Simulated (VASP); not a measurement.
Here is a VASP 6.6.1 calculation.

INCAR

```
  PREC = Accurate
  ENCUT = 520
  EDIFF = 1E-6
  ISMEAR = 0
  SIGMA = 0.15
  LREAL = False
  LASPH = True
  NELM = 60
  ALGO = Normal
  ISIF = 2
  LWAVE = False
  LCHARG = False
  GGA = CA
  NBANDS = 18
```

The input KPOINTS:

```
regular mesh
0
Gamma
  18 18 18
```

POSCAR

```
Si2W
1.0
   -1.6165447397      1.6165447397      3.7731770770
    1.6165447397     -1.6165447397      3.7731770770
    1.6165447397      1.6165447397     -3.7731770770
Si W
2 1
Direct
    0.3346644983      0.3346644983      0.0000000000
    0.6653355017      0.6653355017      0.0000000000
    0.0000000000      0.0000000000      0.0000000000
```

Potentials or basis: VASP PAW LDA potentials, release 64 (Si, W_sv).

Run with:

```console
$ cat potpaw_LDA.64/Si/POTCAR potpaw_LDA.64/W_sv/POTCAR > POTCAR
$ mpirun -np 1 vasp_std > vasp.out
```

Estimate the band gap on the k mesh.

zero (bands 11 and 12 overlap by 1.04 eV).

Estimate the largest force.

0.004 eV/Å.

What does it give for the pressure?

2.2 GPa.

Forces on the atoms (eV/Å):
```
Si   0.000  0.000 -0.004
Si   0.000  0.000  0.004
W    0.000  0.000  0.000
```

Caveat: the stress differs along the axes, from -5 to 16 GPa; spin-orbit coupling is left out, which moves the levels of the heavy elements.
